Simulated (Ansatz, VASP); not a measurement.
**One calculation of MoSe, two programs**

```
Mo Se
1.0
     0.00000    2.64544    2.64544
     2.64544    0.00000    2.64544
     2.64544    2.64544    0.00000
Mo Se
1 1
Direct
  0.00000 0.00000 0.00000
  0.50000 0.50000 0.50000
```

Alike in both runs: functional PBE; k mesh 12 × 12 × 12; occupations gaussian, width 0.1 eV; no spin polarisation; Hubbard terms Mo d U = 4.38 eV.

Ansatz relaxed the structure, and its values are those at the end. VASP's run is a single point on that final structure, the one shown.

```csv
,VASP,Ansatz
version,VASP 6.6.1,Ansatz 0.2.0
potentials or method,"VASP PAW PBE potentials, release 64 (Mo_sv, Se), cutoff 500 eV","scalar-relativistic, plane waves, PAW"
valence electrons in the cell,20,30
```

Ansatz gave:

```
gap on the k mesh at the Fermi level (eV) : none
pressure (GPa)                            : 0.0
```

Question: Estimate VASP's values.

Answer: gap on the k mesh at the Fermi level (eV): none; pressure (GPa): 0.6.

The programs project onto different local orbitals, so the same U acts differently, and such runs can settle in different states. A gap of «none» marks a metal or a gap that the smearing closes. VASP's potentials hold 20 valence electrons a cell and Ansatz's 30, so a difference there can come from the potentials and not from the codes. Ansatz's warnings: filled band counts differ across k points.
